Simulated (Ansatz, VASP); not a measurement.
**Two plane-wave programs on Au**

The input INCAR:

```
SYSTEM = Au
PREC = Accurate ; ENCUT = 520
EDIFF = 1E-6 ; ISMEAR = 0
SIGMA = 0.15 ; LREAL = .False.
LASPH = .True. ; NELM = 100
ALGO = Fast ; ISIF = 2
LWAVE = .False. ; LCHARG = .False.
GGA = PS ; NBANDS = 18
```

File KPOINTS:

```
regular mesh
0
Gamma
  18 18 10
  0 0 0
```

File POSCAR:

```
Au
1.0
    2.8999984104      0.0000000000      0.0000000000
   -1.4499992052      2.5114722944      0.0000000000
    0.0000000000      0.0000000000      4.8800000000
Au
2
Direct
    0.2229552765      0.7562555506      0.7500000000
    0.6666666667      0.3333333333      0.2500000000
```

Input for Ansatz:

```yaml
crystal:
  lattice:
    - [2.8999984104, 0.0, 0.0]
    - [-1.4499992052, 2.5114722944, 0.0]
    - [0.0, 0.0, 4.88]
  atoms:
    - { symbol: Au, position: [0.2229552765, 0.7562555506, 0.75] }
    - { symbol: Au, position: [0.6666666667, 0.3333333333, 0.25] }
basis:
  ecutwfc: 420
kpoints:
  mp_grid: { grid: [18, 18, 10] }
hamiltonian:
  xc: pbesol
scf:
  occupations: { method: gaussian, width: 0.15 }
output:
  forces: true
  stress: true
  eigenvalues: true
```

Alike in both runs: task single point; functional PBEsol; k mesh 18 × 18 × 10; occupations gaussian, width 0.15 eV; no spin polarisation.

```csv
,VASP,Ansatz
version,VASP 6.6.1,Ansatz 0.2.0
potentials or method,"VASP PAW PBE potentials, release 64 (Au), cutoff 520 eV","scalar-relativistic, plane waves, PAW"
valence electrons in the cell,22,38
```

```csv
,VASP,Ansatz,Ansatz less VASP
gap on the k mesh at the Fermi level (eV),none,none,-
pressure (GPa),-5.7,-5.5,+0.20
"traceless stress, the component that is largest in VASP (GPa)",1.17,1.18,+0.013
rms of the force components (eV/Å),0.029,0.028,-0.0002
```

VASP's potentials were made for PBE, not for PBEsol. Atom by atom the forces differ by 0.001 eV/Å (rms over components). A gap of «none» marks a metal or a gap that the smearing closes. VASP's potentials hold 22 valence electrons a cell and Ansatz's 38, so a difference there can come from the potentials and not from the codes.

Spin-orbit coupling is off throughout.
